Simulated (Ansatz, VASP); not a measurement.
KCl: VASP beside Ansatz

```
K Cl
1.0
     0.00000    3.11917    3.11917
     3.11917    0.00000    3.11917
     3.11917    3.11917    0.00000
K Cl
1 1
Direct
  0.00000 0.00000 0.00000
  0.50000 0.50000 0.50000
```

Alike in both runs: task single point; functional r2SCAN; dispersion rVV10; k mesh 8 × 8 × 8; occupations fermi-dirac, width 0.03 eV; no spin polarisation.

|  | VASP | Ansatz |
| --- | --- | --- |
| version | VASP 6.6.1 | Ansatz 0.2.0 |
| potentials or method | VASP PAW PBE potentials, release 64 (K_sv, Cl) | plane waves, PAW |
| plane-wave cutoff (eV) | 520 | 500 |
| valence electrons in the cell | 16 | 16 |

```csv
,VASP,Ansatz,Ansatz less VASP
gap on the k mesh at the Fermi level (eV),5.81,5.81,-0.003
pressure (GPa),0.0,0.0,+0.01
```

VASP's potentials were made for PBE, not for r2SCAN.
